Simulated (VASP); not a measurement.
Rb, 1 atom in the cell. It takes space group Pm-3m (No. 221, cubic). Conventional cell: a = 2.640 Å, b = 2.640 Å, c = 2.640 Å, α = 90.00°, β = 90.00°, γ = 90.00°. Within 3.5 Å of Rb (site symmetry m-3m) lie 6 Rb at 2.64 Å. This isn't the form of Rb at room conditions, which is bcc.

* Program: VASP 6.6.1
* Task: single point
* Functional: PBE
* Potentials or basis: VASP PAW PBE potentials, release 64 (Rb_sv)
* Cutoff: 520 eV
* k mesh: 5 × 5 × 5
* Occupations: fermi-dirac, width 0.1 eV
* Spin: no spin polarisation
* Dipole correction: no
* Further INCAR settings: ALGO = Normal; EDIFF = 1e-06; NBANDS = 10

Potentials or basis: VASP PAW PBE potentials, release 64 (Rb_sv).

The run is started by

```bash
$ cat potpaw_PBE.64/Rb_sv/POTCAR > POTCAR
$ mpirun -np 1 vasp_std > vasp.out
```

Hardware: 1 thread of Intel Xeon 8259CL, on a shared host.

How long does it take, and how much memory?

Run time: 9.1 s on 1 thread of Intel Xeon 8259CL, with other jobs on the host, peak memory 0.12 GiB. Counts: scf iterations 12, k points 10.
